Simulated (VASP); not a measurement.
# KF in VASP: further runs

Aim: see how the results for KF move with the level of theory and the settings. Levels: PBE, PBE+U, RPBE+D3(BJ)+U, LDA+U. Tasks: electric field gradients, single point.

Program: VASP 6.6.1. These are calculated values, not measurements. Logs are shortened: lines on timing, memory, paths and dates and some standing lists are left out, and cuts for length are marked.

## 1. The cell of the first run

Symmetry: Fm-3m, No. 225, cubic system. The conventional cell has a = 5.108 Å, b = 5.108 Å, c = 5.108 Å, α = 90.00°, β = 90.00°, γ = 90.00°. K (site symmetry m-3m) has 6 F at 2.55 Å within 3.4 Å. F (site symmetry m-3m) has 6 K at 2.55 Å within 3.4 Å.

## 2. Electric field gradients, PBE

Contents of INCAR:

```
SYSTEM = KF
PREC     = Accurate       ! precision mode
ENCUT    = 520            ! plane-wave cutoff, eV
EDIFF    = 1E-8           ! SCF threshold, eV
ISMEAR   = 0              ! smearing method
SIGMA    = 0.1            ! smearing width, eV
LREAL    = .False.        ! projectors in reciprocal space
LASPH    = .True.         ! aspherical terms in the spheres
NELM     = 120            ! most SCF steps
ALGO     = Normal         ! electronic algorithm
ISIF     = 2              ! what is computed and relaxed
LWAVE    = .False.        ! write WAVECAR
LCHARG   = .False.        ! write CHGCAR
GGA      = PE             ! functional
LEFG     = .True.       
NELECT   = 15.9         
NBANDS   = 15             ! bands
GGA_COMPAT= .False.
```

Contents of KPOINTS:

```
Automatic mesh
0
Gamma
  6 6 6
  0 0 0
```

Contents of POSCAR:

```
KF
1.0
    0.0000000000      2.5542366368      2.5542366368
    2.5542366368      0.0000000000      2.5542366368
    2.5542366368      2.5542366368      0.0000000000
K F
1 1
Direct
    0.0000000000      0.0000000000      0.0000000000
    0.5000000000      0.5000000000      0.5000000000
```

Potentials or basis: VASP PAW PBE potentials, release 64 (K_sv, F).

On the command line:

```sh
$ cat potpaw_PBE.64/K_sv/POTCAR potpaw_PBE.64/F/POTCAR > POTCAR
$ mpirun -np 1 vasp_std > vasp.out
```

OUTCAR:

```text
SYSTEM = KF
   PREC = Accurate
   ENCUT = 520
   EDIFF = 1E-8
   ISMEAR = 0
   LREAL = .False.
   LASPH = .True.
   NELM = 120
   ISIF = 2
   GGA = PE
   NELECT = 15.9

 ion  position               nearest neighbor table
   1  0.000  0.000  0.000-   2 2.55   2 2.55   2 2.55   2 2.55   2 2.55   2 2.55
   2  0.500  0.500  0.500-   1 2.55   1 2.55   1 2.55   1 2.55   1 2.55   1 2.55

  LATTYP: Found a face centered cubic cell.
 ALAT       =     5.1084732736

  Lattice vectors:

 A1 = (   0.0000000000,   2.5542366368,   2.5542366368)
 A2 = (   2.5542366368,   0.0000000000,   2.5542366368)
 A3 = (   2.5542366368,   2.5542366368,   0.0000000000)

Analysis of symmetry for initial positions (statically):
=====================================================================
 Subroutine PRICEL returns:
 Original cell was already a primitive cell.

 Routine SETGRP: Setting up the symmetry group for a
 face centered cubic supercell.

 Subroutine GETGRP returns: Found 48 space group operations
 (whereof 48 operations were pure point group operations)
 out of a pool of 48 trial point group operations.

The static configuration has the point symmetry O_h .

Analysis of symmetry for dynamics (positions and initial velocities):
=====================================================================
 Subroutine PRICEL returns:
 Original cell was already a primitive cell.

 Routine SETGRP: Setting up the symmetry group for a
 face centered cubic supercell.

 Subroutine GETGRP returns: Found 48 space group operations
 (whereof 48 operations were pure point group operations)
 out of a pool of 48 trial point group operations.

The dynamic configuration has the point symmetry O_h .

 Subroutine INISYM returns: Found 48 space group operations
 (whereof 48 operations are pure point group operations),
 and found     1 'primitive' translations

----------------------------------------------------------------------------------------

                                     Primitive cell

  volume of cell :      33.3283

  direct lattice vectors                    reciprocal lattice vectors
     0.000000000  2.554236637  2.554236637    -0.195753202  0.195753202  0.195753202
     2.554236637  0.000000000  2.554236637     0.195753202 -0.195753202  0.195753202
     2.554236637  2.554236637  0.000000000     0.195753202  0.195753202 -0.195753202

  length of vectors
     3.612236093  3.612236093  3.612236093     0.339054491  0.339054491  0.339054491

  position of ions in fractional coordinates (direct lattice)
     0.000000000  0.000000000  0.000000000
     0.500000000  0.500000000  0.500000000

  ion indices of the primitive-cell ions
   primitive index   ion index
                 1           1
                 2           2

----------------------------------------------------------------------------------------

 KPOINTS: Automatic mesh

Automatic generation of k-mesh.
 Grid dimensions read from file:
 generate k-points for:    6    6    6

 Generating k-lattice:

  Cartesian coordinates                     Fractional coordinates (reciprocal lattice)
    -0.032625534  0.032625534  0.032625534     0.166666667  0.000000000  0.000000000
     0.032625534 -0.032625534  0.032625534     0.000000000  0.166666667  0.000000000
     0.032625534  0.032625534 -0.032625534     0.000000000  0.000000000  0.166666667

  Length of vectors
     0.056509082  0.056509082  0.056509082

  Shift w.r.t. Gamma in fractional coordinates (k-lattice)
     0.000000000  0.000000000  0.000000000

 Subroutine IBZKPT returns following result:
 ===========================================

 Found     16 irreducible k-points:

 Following reciprocal coordinates:
            Coordinates               Weight
  0.000000  0.000000  0.000000      1.000000
  0.166667  0.000000  0.000000      8.000000
  0.333333  0.000000  0.000000      8.000000
  0.500000  0.000000  0.000000      4.000000
  0.166667  0.166667  0.000000      6.000000
  0.333333  0.166667  0.000000     24.000000
[... 8 lines left out ...]
 -0.333333  0.333333  0.166667     24.000000
 -0.333333  0.500000  0.166667     12.000000
   k-points           NKPTS =     16   k-points in BZ     NKDIM =     16   number of bands    NBANDS=     15
   number of dos      NEDOS =    301   number of ions     NIONS =      2
   total plane-waves  NPLWV =  21952
   dimension x,y,z NGX =    28 NGY =   28 NGZ =   28
   dimension x,y,z NGXF=    56 NGYF=   56 NGZF=   56
   ions per type =               1   1
   NGX,Y,Z   is equivalent  to a cutoff of  12.89, 12.89, 12.89 a.u.
   NGXF,Y,Z  is equivalent  to a cutoff of  25.77, 25.77, 25.77 a.u.
 SYSTEM =  KF
   PREC   = accura    normal or accurate (medium, high low for compatibility)
   ISTART =      0    job   : 0-new  1-cont  2-samecut
   ICHARG =      2    charge: 1-file 2-atom 10-const
   ISPIN  =      1    spin polarized calculation?
   LNONCOLLINEAR =      F non collinear calculations
   LSORBIT =      F    spin-orbit coupling
   LASPH  =      T    aspherical Exc in radial PAW
   ENCUT  =  520.0 eV  38.22 Ry    6.18 a.u.   6.72  6.72  6.72*2*pi/ulx,y,z
   NELM   =    120;   NELMIN=  2; NELMDL= -5     # of ELM steps
   EDIFF  = 0.1E-07   stopping-criterion for ELM
   LREAL  =      F    real-space projection
   EDIFFG = 0.1E-06   stopping-criterion for IOM
   NSW    =      0    number of steps for IOM
   IBRION =     -1    ionic relax: 0-MD 1-quasi-New 2-CG
   NFREE  =      0    steps in history (QN), initial steepest desc. (CG)
   ISIF   =      2    stress and relaxation
   ISYM   =      2    0-nonsym 1-usesym 2-fastsym
   POTIM  = 0.5000    time-step for ionic-motion
   TEBEG  =    0.0;   TEEND  =   0.0 temperature during run
   PSTRESS=    0.0 pullay stress
   NELECT =      15.9000    total number of electrons
   NUPDOWN=      -1.0000    fix difference up-down
   EMIN   =  10.00;   EMAX   =-10.00  energy-range for DOS
   EFERMI =   0.00;   METHOD = LEGACY
   ISMEAR =     0;   SIGMA  =   0.10  broadening in eV -4-tet -1-fermi 0-gaus
   EFERMI_NEDOS =   21; number of points for ismear=-14 and -15
   IALGO  =     38    algorithm
   IMIX   =      4    mixing-type and parameters
     AMIX     =   0.40;   BMIX     =  1.00
     AMIX_MAG =   1.60;   BMIX_MAG =  1.00
  volume/ion in A,a.u.               =      16.66       112.46
  Fermi-wavevector in a.u.,A,eV,Ry     =   1.279193  2.417324 22.263686  1.636335
  Thomas-Fermi vector in A             =   2.411693
   LORBIT       =      0    0 simple, 1 ext, 2 COOP (PROOUT), +10 PAW based schemes
   GGA     = PE    functional components
   LHFCALC =     F    Hartree Fock is set to
   AEXX    =    0.0000 exact exchange contribution
   IVDW    =     0    specifies the selected vdW correction
   LEPSILON=     F    determine dielectric tensor
   LRPA    =     F    only Hartree local field effects (RPA)
 non-spin polarized calculation
 Gauss-broadening in eV      SIGMA  =   0.10
  energy-cutoff  :      520.00
  volume of cell :       33.33
 maximum number of plane-waves:       934
   NGX = 13   NGY = 13   NGZ = 13

 number of electron      15.8999994 magnetization

 Free energy of the ion-electron system (eV)
  ---------------------------------------------------
  ext. energy  EPLUGINS =         0.00000000
  ---------------------------------------------------
  free energy    TOTEN  =        -7.90687888 eV

  energy without entropy =       -7.89476491  energy(sigma->0) =       -7.90082189

 E-fermi :  -2.6175     XC(G=0):  -8.9783

 val. band max:       -2.6636115588   @ k =   0.0000   0.0000   0.0000
 cond. band min:       4.6195007818   @ k =   0.0000   0.0000   0.0000
 fundamental gap:      7.2831123405
 Fermi energy:        -2.6174568711

 k-point     1 :       0.0000    0.0000    0.0000
  band No.  band energies     occupation
      1     -28.1224      2.00000
      2     -21.4097      2.00000
      3     -11.2440      2.00000
      4     -11.2440      2.00000
      5     -11.2440      2.00000
      6      -2.6636      1.48607
      7      -2.6636      1.48607
      8      -2.6636      1.48607
      9       4.6195      0.00000
     10       8.7271      0.00000
     11       8.7271      0.00000
     12       8.7271      0.00000
     13      10.5711      0.00000
     14      10.5711      0.00000
[... 257 lines left out ...]
      2     -21.5158      2.00000
      3     -11.9684      2.00000
      4     -11.7037      2.00000
      5     -11.4036      2.00000
      6      -3.0423      2.00000
      7      -2.7518      1.94255
      8      -2.7172      1.84144
      9       6.8929      0.00000
     10       8.9843      0.00000
     11       9.3898      0.00000
     12      12.0554      0.00000
     13      12.7820      0.00000
     14      14.2365      0.00000
     15      14.2468      0.00000

------------------------ aborting loop because EDIFF is reached ----------------------------------------

  FORCE on cell =-STRESS in cart. coord.  units (eV):
  Direction    XX          YY          ZZ          XY          YZ          ZX
  --------------------------------------------------------------------------------------
  -------------------------------------------------------------------------------------
  Total        1.3216904      1.3216904      1.3216904      0.0000000     -0.0000000      0.0000000
  in kB       63.5370320     63.5370320     63.5370320      0.0000000     -0.0000000      0.0000000
  external PRESSURE =      63.5370320 kB  Pullay stress =       0.0000000 kB

 VOLUME and BASIS-vectors are now :
 -----------------------------------------------------------------------------
  energy-cutoff  :      520.00
  volume of cell :       33.33
      direct lattice vectors                 reciprocal lattice vectors
     0.000000000  2.554236637  2.554236637    -0.195753202  0.195753202  0.195753202
     2.554236637  0.000000000  2.554236637     0.195753202 -0.195753202  0.195753202
     2.554236637  2.554236637  0.000000000     0.195753202  0.195753202 -0.195753202

 POSITION                                       TOTAL-FORCE (eV/Angst)
 -----------------------------------------------------------------------------------
      0.00000      0.00000      0.00000         0.000000     -0.000000      0.000000
      2.55424      2.55424      2.55424        -0.000000      0.000000     -0.000000
 -----------------------------------------------------------------------------------
    total drift:                                0.000000      0.000000      0.000000

  FREE ENERGIE OF THE ION-ELECTRON SYSTEM (eV)
  ---------------------------------------------------
  free  energy   TOTEN  =        -7.9068788780 eV

  energy  without entropy=       -7.8947649091  energy(sigma->0) =       -7.90082189

 Electric field gradients (V/A^2)
---------------------------------------------------------------------
 ion       V_xx      V_yy      V_zz      V_xy      V_xz      V_yz
---------------------------------------------------------------------
   1      -0.000    -0.000     0.000     0.000     0.000     0.000
   2       0.000    -0.000     0.000    -0.001    -0.001    -0.001
---------------------------------------------------------------------

 Electric field gradients after diagonalization (V/A^2)
 (convention: |V_zz| > |V_xx| > |V_yy|)
----------------------------------------------------------------------
 ion       V_xx      V_yy      V_zz     asymmetry (V_yy - V_xx)/ V_zz
----------------------------------------------------------------------
   1      -0.000    -0.000     0.000       0.000
   2       0.001     0.001    -0.003       0.000
----------------------------------------------------------------------

           NMR quadrupolar parameters

 Cq : quadrupolar parameter    Cq=e*Q*V_zz/h
 eta: asymmetry parameters     (V_yy - V_xx)/ V_zz
 Q  : nuclear electric quadrupole moment in mb (millibarn)
----------------------------------------------------------------------
 ion       Cq(MHz)       eta       Q (mb)
----------------------------------------------------------------------
   1       0.000       0.000       1.000
   2      -0.000       0.000       1.000
----------------------------------------------------------------------
```

Run time: 11 s. Hardware: 1 thread of Intel Xeon Platinum 8259CL at 2.50GHz (Skylake/Cascade Lake), shared host; peak memory 0.15 GiB.

Results:

```yaml
Free_energy: -7.9069 eV
Largest_electric_field_gradient_by_atom: zero within the noise of the run
```

Caveat: the cell carries a net charge on a neutralising background, which shifts energy and pressure; the cell is charged against a uniform background, so pressure and absolute levels hang on convention.

## 3. Single point, PBE+U

This run uses another cell than the first one, of 18.70 Å³/atom.

Contents of POSCAR:

```
KF
1.0
    0.0000000000      2.6544134050      2.6544134050
    2.6544134050      0.0000000000      2.6544134050
    2.6544134050      2.6544134050      0.0000000000
K F
1 1
Direct
    0.5410000000      0.6480000000      0.1460000000
    1.0410000000      1.1480000000      0.6460000000
```

Contents of INCAR.step1:

```
SYSTEM = KF
PREC = Accurate ; ENCUT = 520
EDIFF = 1E-6 ; ISMEAR = 0
SIGMA = 0.1 ; LREAL = .FALSE.
LASPH = .TRUE. ; NELM = 200
ALGO = Normal ; ISIF = 2
LWAVE = .FALSE. ; LCHARG = .TRUE.
LDAU = .TRUE. ; LDAUTYPE = 2
LDAUL = -1 1 ; LDAUU = 0 4.8
LDAUJ = 0 0 ; LDAUPRINT = 1
GGA = PE ; NBANDS = 15
GGA_COMPAT = .FALSE. ; NEDOS = 2001
LORBIT = 11
```

Contents of KPOINTS.step1:

```
regular mesh
0
G
  8 8 8
  0 0 0
```

Contents of INCAR.step2:

```
SYSTEM = KF
PREC = Accurate ; ENCUT = 520
EDIFF = 1E-6 ; ISMEAR = -5
SIGMA = 0.1 ; LREAL = .FALSE.
LASPH = .TRUE. ; NELM = 200
ALGO = Normal ; ISIF = 2
LWAVE = .FALSE. ; LCHARG = .FALSE.
LDAU = .TRUE. ; LDAUTYPE = 2
LDAUL = -1 1 ; LDAUU = 0 4.8
LDAUJ = 0 0 ; LDAUPRINT = 1
GGA = PE ; LORBIT = 11
NBANDS = 15 ; NEDOS = 1001
ICHARG = 11 ; GGA_COMPAT = .FALSE.
```

Contents of KPOINTS.step2:

```
regular mesh
0
G
  12 12 12
  0 0 0
```

Potentials or basis: VASP PAW PBE potentials, release 64 (K_sv, F).

On the command line:

```sh
$ cat potpaw_PBE.64/K_sv/POTCAR potpaw_PBE.64/F/POTCAR > POTCAR
$ cp INCAR.step1 INCAR
$ cp KPOINTS.step1 KPOINTS
$ mpirun -np 1 vasp_std > vasp.out
$ cp INCAR.step2 INCAR
$ cp KPOINTS.step2 KPOINTS
$ mpirun -np 1 vasp_std > vasp.out
```

It took 17 s on 1 thread of Intel Xeon 6975P-C (Granite Rapids), shared host; peak memory 0.17 GiB.

The run converged. Its results:

```
Valence electrons inside the program's atomic spheres : K 7.58; F 6.14
```

Levels at points of the mesh, in eV from the valence-band top:
```csv
k point,band 5,band 6,band 7,band 8,band 9,band 10,band 11,band 12
"(0.00, 0.00, 0.00)",-9.00,0.00,0.00,0.00,6.72,11.10,11.10,11.10
"(0.50, 0.00, 0.00)",-9.04,-0.76,-0.34,-0.34,9.45,11.19,12.49,12.49
"(0.50, 0.50, 0.00)",-9.23,-0.17,-0.04,-0.04,8.60,10.84,12.30,14.07
```

## 4. Single point, RPBE+D3(BJ)+U

This run uses another cell than the first one, of 20.39 Å³/atom.

Contents of POSCAR:

```
KF
1.0
    0.0000000000      2.7317695589      2.7317695589
    2.7317695589      0.0000000000      2.7317695589
    2.7317695589      2.7317695589      0.0000000000
K F
1 1
Direct
    0.0000000000      0.0000000000      0.0000000000
    0.5000000000      0.5000000000      0.5000000000
```

Contents of INCAR.step1:

```
PREC = Accurate
ENCUT = 520
EDIFF = 1E-6
ISMEAR = 0
SIGMA = 0.1
LREAL = False
LASPH = True
NELM = 200
ALGO = Normal
ISIF = 2
LWAVE = False
LCHARG = True
LDAU = True
LDAUTYPE = 2
LDAUL = -1 1
LDAUU = 0 3
LDAUJ = 0 0
LDAUPRINT = 1
GGA = RP
IVDW = 12
NELECT = 15.0
NBANDS = 15
GGA_COMPAT = False
NEDOS = 2001
LORBIT = 11
```

Contents of KPOINTS.step1:

```
regular mesh
0
Gamma
  8 8 8
```

Contents of INCAR.step2:

```
PREC = Accurate
ENCUT = 520
EDIFF = 1E-6
ISMEAR = -5
SIGMA = 0.1
LREAL = False
LASPH = True
NELM = 200
ALGO = Normal
ISIF = 2
LWAVE = False
LCHARG = False
LDAU = True
LDAUTYPE = 2
LDAUL = -1 1
LDAUU = 0 3
LDAUJ = 0 0
LDAUPRINT = 1
GGA = RP
IVDW = 12
LORBIT = 10
NEDOS = 2001
ICHARG = 11
NELECT = 15.0
GGA_COMPAT = False
```

Contents of KPOINTS.step2:

```
regular mesh
0
Gamma
  12 12 12
```

On the command line:

```sh
$ cat potpaw_PBE.64/K_sv/POTCAR potpaw_PBE.64/F/POTCAR > POTCAR
$ cp INCAR.step1 INCAR
$ cp KPOINTS.step1 KPOINTS
$ mpirun -np 1 vasp_std > vasp.out
$ cp INCAR.step2 INCAR
$ cp KPOINTS.step2 KPOINTS
$ mpirun -np 1 vasp_std > vasp.out
```

Run time: 19 s. Hardware: 1 thread of Intel Xeon 6975P-C (Granite Rapids), shared host; peak memory 0.18 GiB.

Results (log left out):

| Quantity | Value |
| --- | --- |
| Valence electrons inside the program's atomic spheres | K 7.51; F 5.77 |
| Dispersion energy per atom | -0.796 eV |

Levels at points of the mesh, in eV from the Fermi level:
```csv
k point,band 4,band 5,band 6,band 7,band 8,band 9,band 10,band 11
"(0.00, 0.00, 0.00)",-4.99,-4.99,0.01,0.01,0.01,10.55,15.31,15.31
"(0.50, 0.00, 0.00)",-5.00,-5.00,-0.33,-0.17,-0.17,13.06,14.88,16.23
"(0.50, 0.50, 0.00)",-5.18,-5.18,0.03,0.03,0.04,13.04,14.43,15.66
```

Caveat: the cell carries a net charge on a neutralising background, which shifts energy and pressure; the cell is charged against a uniform background, so pressure and absolute levels hang on convention; the PAW data sets were made with another functional, which shifts forces and pressure a little; an odd number of electrons without spin polarisation forces a metal; a magnetic or distorted state may lie lower; U without spin polarisation on a metal has little footing; tetrahedron occupations give inexact forces and stress in metals.

(Part 1 of 2 ends here.)
